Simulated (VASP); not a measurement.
# Ti3Ag (P4/mmm) in VASP: notebook

The runs below take Ti3Ag through electric field gradients, with LDA.

All numbers are computed with VASP 6.6.1; they aren't measurements. Logs are shortened: lines on timing, memory, paths and dates and some standing lists are left out, and cuts for length are marked.

### Step 1. The cell of the first run

The structure is tetragonal, space group P4/mmm (No. 123). Conventional cell: a = 4.173 Å, b = 4.173 Å, c = 3.937 Å, α = 90.00°, β = 90.00°, γ = 90.00°. Ti (site symmetry mmm) has 10 Ti at 2.87 to 3.94 Å and 4 Ag at 2.87 Å within 4.0 Å. Within 4.0 Å of Ti (site symmetry 4/mmm) lie 10 Ti at 2.87 to 3.94 Å and 4 Ag at 2.95 Å. Within 4.0 Å of Ag (site symmetry 4/mmm) lie 12 Ti at 2.87 to 2.95 Å and 2 Ag at 3.94 Å.

### Step 2. Electric field gradients, LDA (17.14 Å³/atom)

INCAR

```
ALGO = Normal
EDIFF = 1E-8
ENCUT = 520
GGA = CA
ISIF = 2
ISMEAR = -1
LASPH = True
LCHARG = False
LEFG = True
LREAL = False
LWAVE = False
NBANDS = 32
NELM = 100
PREC = Accurate
SIGMA = 0.08
```

KPOINTS

```
k-points
0
Gamma
  9 9 9
```

POSCAR

```
Ti3Ag
1.0
    4.1729965509      0.0000000000      0.0000000000
    0.0000000000      4.1729965509      0.0000000000
    0.0000000000      0.0000000000      3.9367891990
Ti Ag
3 1
Direct
    0.0000000000      0.5000000000      0.5000000000
    0.5000000000      0.0000000000      0.5000000000
    0.5000000000      0.5000000000      0.0000000000
    0.0000000000      0.0000000000      0.0000000000
```

Potentials or basis: VASP PAW LDA potentials, release 64 (Ti_sv, Ag).

Command:

```sh
$ cat potpaw_LDA.64/Ti_sv/POTCAR potpaw_LDA.64/Ag/POTCAR > POTCAR
$ mpirun -np 1 vasp_std > vasp.out
```

OUTCAR:

```text
EDIFF = 1E-8
   ENCUT = 520
   GGA = CA
   ISIF = 2
   ISMEAR = -1
   LASPH = True
   LREAL = False
   NELM = 100
   PREC = Accurate

 ion  position               nearest neighbor table
   1  0.000  0.500  0.500-   3 2.87   4 2.87   3 2.87   4 2.87   4 2.87   4 2.87   3 2.87   3 2.87

   2  0.500  0.000  0.500-   3 2.87   4 2.87   3 2.87   4 2.87   3 2.87   3 2.87   4 2.87   4 2.87

   3  0.500  0.500  0.000-   1 2.87   2 2.87   1 2.87   2 2.87   2 2.87   2 2.87   1 2.87   1 2.87
                             4 2.95   4 2.95   4 2.95   4 2.95
   4  0.000  0.000  0.000-   1 2.87   2 2.87   1 2.87   2 2.87   1 2.87   1 2.87   2 2.87   2 2.87
                             3 2.95   3 2.95   3 2.95   3 2.95

  LATTYP: Found a simple tetragonal cell.
 ALAT       =     4.1729965509
 C/A-ratio  =     0.9433962264

  Lattice vectors:

 A1 = (   4.1729965509,   0.0000000000,   0.0000000000)
 A2 = (   0.0000000000,   4.1729965509,   0.0000000000)
 A3 = (   0.0000000000,   0.0000000000,   3.9367891990)

Analysis of symmetry for initial positions (statically):
=====================================================================
 Subroutine PRICEL returns:
 Original cell was already a primitive cell.

 Routine SETGRP: Setting up the symmetry group for a
 simple tetragonal supercell.

 Subroutine GETGRP returns: Found 16 space group operations
 (whereof 16 operations were pure point group operations)
 out of a pool of 16 trial point group operations.

The static configuration has the point symmetry D_4h.

Analysis of symmetry for dynamics (positions and initial velocities):
=====================================================================
 Subroutine PRICEL returns:
 Original cell was already a primitive cell.

 Routine SETGRP: Setting up the symmetry group for a
 simple tetragonal supercell.

 Subroutine GETGRP returns: Found 16 space group operations
 (whereof 16 operations were pure point group operations)
 out of a pool of 16 trial point group operations.

The dynamic configuration has the point symmetry D_4h.

 Subroutine INISYM returns: Found 16 space group operations
 (whereof 16 operations are pure point group operations),
 and found     1 'primitive' translations

----------------------------------------------------------------------------------------

                                     Primitive cell

  volume of cell :      68.5549

  direct lattice vectors                    reciprocal lattice vectors
     4.172996551  0.000000000  0.000000000     0.239635952  0.000000000  0.000000000
     0.000000000  4.172996551  0.000000000     0.000000000  0.239635952  0.000000000
     0.000000000  0.000000000  3.936789199     0.000000000  0.000000000  0.254014109

  length of vectors
     4.172996551  4.172996551  3.936789199     0.239635952  0.239635952  0.254014109

  position of ions in fractional coordinates (direct lattice)
     0.000000000  0.500000000  0.500000000
     0.500000000  0.000000000  0.500000000
     0.500000000  0.500000000  0.000000000
     0.000000000  0.000000000  0.000000000

  ion indices of the primitive-cell ions
   primitive index   ion index
                 1           1
                 2           2
                 3           3
                 4           4

----------------------------------------------------------------------------------------

 KPOINTS: k-points

Automatic generation of k-mesh.
 Grid dimensions read from file:
 generate k-points for:    9    9    9

 Generating k-lattice:

  Cartesian coordinates                     Fractional coordinates (reciprocal lattice)
     0.026626217  0.000000000  0.000000000     0.111111111  0.000000000  0.000000000
     0.000000000  0.026626217  0.000000000     0.000000000  0.111111111  0.000000000
[... 40 lines left out ...]
   k-points           NKPTS =     75   k-points in BZ     NKDIM =     75   number of bands    NBANDS=     32
   number of dos      NEDOS =    301   number of ions     NIONS =      4
   total plane-waves  NPLWV =  30720
   dimension x,y,z NGX =    32 NGY =   32 NGZ =   30
   dimension x,y,z NGXF=    64 NGYF=   64 NGZF=   60
   ions per type =               3   1
   NGX,Y,Z   is equivalent  to a cutoff of  12.75, 12.75, 12.67 a.u.
   NGXF,Y,Z  is equivalent  to a cutoff of  25.50, 25.50, 25.34 a.u.
 SYSTEM =  unknown system
   PREC   = accura    normal or accurate (medium, high low for compatibility)
   ISTART =      0    job   : 0-new  1-cont  2-samecut
   ICHARG =      2    charge: 1-file 2-atom 10-const
   ISPIN  =      1    spin polarized calculation?
   LNONCOLLINEAR =      F non collinear calculations
   LSORBIT =      F    spin-orbit coupling
   LASPH  =      T    aspherical Exc in radial PAW
   ENCUT  =  520.0 eV  38.22 Ry    6.18 a.u.   7.76  7.76  7.32*2*pi/ulx,y,z
   NELM   =    100;   NELMIN=  2; NELMDL= -5     # of ELM steps
   EDIFF  = 0.1E-07   stopping-criterion for ELM
   LREAL  =      F    real-space projection
   EDIFFG = 0.1E-06   stopping-criterion for IOM
   NSW    =      0    number of steps for IOM
   IBRION =     -1    ionic relax: 0-MD 1-quasi-New 2-CG
   NFREE  =      0    steps in history (QN), initial steepest desc. (CG)
   ISIF   =      2    stress and relaxation
   ISYM   =      2    0-nonsym 1-usesym 2-fastsym
   POTIM  = 0.5000    time-step for ionic-motion
   TEBEG  =    0.0;   TEEND  =   0.0 temperature during run
   PSTRESS=    0.0 pullay stress
   NELECT =      47.0000    total number of electrons
   NUPDOWN=      -1.0000    fix difference up-down
   EMIN   =  10.00;   EMAX   =-10.00  energy-range for DOS
   EFERMI =   0.00;   METHOD = LEGACY
   ISMEAR =    -1;   SIGMA  =   0.08  broadening in eV -4-tet -1-fermi 0-gaus
   EFERMI_NEDOS =   21; number of points for ismear=-14 and -15
   IALGO  =     38    algorithm
   IMIX   =      4    mixing-type and parameters
     AMIX     =   0.40;   BMIX     =  1.00
     AMIX_MAG =   1.60;   BMIX_MAG =  1.00
  volume/ion in A,a.u.               =      17.14       115.66
  Fermi-wavevector in a.u.,A,eV,Ry     =   1.443537  2.727890 28.351824  2.083800
  Thomas-Fermi vector in A             =   2.561934
   LORBIT       =      0    0 simple, 1 ext, 2 COOP (PROOUT), +10 PAW based schemes
   GGA     = CA    functional components
   LHFCALC =     F    Hartree Fock is set to
   AEXX    =    0.0000 exact exchange contribution
   IVDW    =     0    specifies the selected vdW correction
   LEPSILON=     F    determine dielectric tensor
   LRPA    =     F    only Hartree local field effects (RPA)
 non-spin polarized calculation
  energy-cutoff  :      520.00
  volume of cell :       68.55
 maximum number of plane-waves:      1871
 NGX is ok and might be reduce to    32
   NGX = 15   NGY = 15   NGZ = 15

 number of electron      46.9999996 magnetization

 Free energy of the ion-electron system (eV)
  ---------------------------------------------------
  ext. energy  EPLUGINS =         0.00000000
  ---------------------------------------------------
  free energy    TOTEN  =       -29.13551178 eV

  energy without entropy =      -28.98009110  energy(sigma->0) =      -29.05780144

 E-fermi :   8.1904     XC(G=0): -12.0304

 val. band max:        8.1833619202   @ k =   0.3333   0.2222   0.1111
 cond. band min:       8.1927071679   @ k =   0.4444   0.3333   0.3333
 fundamental gap:      0.0093452477
 Fermi energy:         8.1903840562

 k-point     1 :       0.0000    0.0000    0.0000
  band No.  band energies     occupation
      1     -47.8697      2.00000
      2     -47.7690      2.00000
      3     -47.6709      2.00000
      4     -24.6699      2.00000
      5     -24.6699      2.00000
      6     -24.6471      2.00000
[... 829 lines left out ...]
     31      10.4388      0.00000
     32      10.5986      0.00000

 [... further k-points ...]
[... 5 lines left out ...]
  --------------------------------------------------------------------------------------
  -------------------------------------------------------------------------------------
  Total       -4.0876071     -4.0876071     -3.1660318      0.0000000     -0.0000000      0.0000000
  in kB      -95.5303829    -95.5303829    -73.9924899      0.0000000     -0.0000000      0.0000000
  external PRESSURE =     -88.3510852 kB  Pullay stress =       0.0000000 kB

 VOLUME and BASIS-vectors are now :
 -----------------------------------------------------------------------------
  energy-cutoff  :      520.00
  volume of cell :       68.55
      direct lattice vectors                 reciprocal lattice vectors
     4.172996551  0.000000000  0.000000000     0.239635952  0.000000000  0.000000000
     0.000000000  4.172996551  0.000000000     0.000000000  0.239635952  0.000000000
     0.000000000  0.000000000  3.936789199     0.000000000  0.000000000  0.254014109

 POSITION                                       TOTAL-FORCE (eV/Angst)
 -----------------------------------------------------------------------------------
      0.00000      2.08650      1.96839         0.000000      0.000000      0.000000
      2.08650      0.00000      1.96839         0.000000      0.000000      0.000000
      2.08650      2.08650      0.00000         0.000000      0.000000      0.000000
      0.00000      0.00000      0.00000         0.000000      0.000000      0.000000
 -----------------------------------------------------------------------------------
    total drift:                                0.000000     -0.000000     -0.000000

  FREE ENERGIE OF THE ION-ELECTRON SYSTEM (eV)
  ---------------------------------------------------
  free  energy   TOTEN  =       -29.1355117774 eV

  energy  without entropy=      -28.9800910971  energy(sigma->0) =      -29.05780144

 Electric field gradients (V/A^2)
---------------------------------------------------------------------
 ion       V_xx      V_yy      V_zz      V_xy      V_xz      V_yz
---------------------------------------------------------------------
   1       1.667    -1.432    -0.235    -0.000    -0.000     0.000
   2      -1.432     1.667    -0.235     0.000    -0.000    -0.000
   3       3.814     3.814    -7.628    -0.000    -0.000    -0.000
   4      -1.164    -1.164     2.328    -0.000    -0.000     0.000
---------------------------------------------------------------------

 Electric field gradients after diagonalization (V/A^2)
 (convention: |V_zz| > |V_xx| > |V_yy|)
----------------------------------------------------------------------
 ion       V_xx      V_yy      V_zz     asymmetry (V_yy - V_xx)/ V_zz
----------------------------------------------------------------------
   1      -1.432    -0.235     1.667       0.718
   2      -1.432    -0.235     1.667       0.718
   3       3.814     3.814    -7.628       0.000
   4      -1.164    -1.164     2.328       0.000
----------------------------------------------------------------------

           NMR quadrupolar parameters

 Cq : quadrupolar parameter    Cq=e*Q*V_zz/h
 eta: asymmetry parameters     (V_yy - V_xx)/ V_zz
 Q  : nuclear electric quadrupole moment in mb (millibarn)
----------------------------------------------------------------------
 ion       Cq(MHz)       eta       Q (mb)
----------------------------------------------------------------------
   1       0.004       0.718       1.000
   2       0.004       0.718       1.000
   3      -0.018       0.000       1.000
   4       0.006       0.000       1.000
----------------------------------------------------------------------
```

Run time: 2.4 min. Hardware: 1 thread of Intel Xeon Platinum 8259CL at 2.50GHz (Skylake/Cascade Lake), shared host; peak memory 0.26 GiB.

Results:

| Quantity | Value |
| --- | --- |
| Free energy | -29.1355 eV |
| Pressure | -8.8 GPa |
| Band gap on the k mesh | zero (an odd number of electrons rules out a gap without spin polarisation) |
| Largest electric field gradient by atom | Ti +1.7, -7.6 (each value once); Ag +2.3 V/Å² |

Stress tensor (GPa, compression positive):
```
-9.55  0.00  0.00
 0.00 -9.55  0.00
 0.00  0.00 -7.40
```

Levels at points of the mesh, in eV from the Fermi level:
```csv
k point,band 22,band 23,band 24,band 25,band 26,band 27
"(0.00, 0.00, 0.00)",-0.50,-0.25,0.03,2.15,2.15,2.25
```

Electric field gradients, principal values (V/Å²):
```csv
atom,least,middle,greatest (by size)
1 Ti,-0.235,-1.432,1.667
2 Ti,-0.235,-1.432,1.667
3 Ti,3.814,3.814,-7.628
4 Ag,-1.164,-1.164,2.328
```

Caveat: the cell stands under tension; without QUAD_EFG the Cq values of the log hold for a quadrupole moment of 1 mb, not for the nuclei.

[end of part 1 of 2]
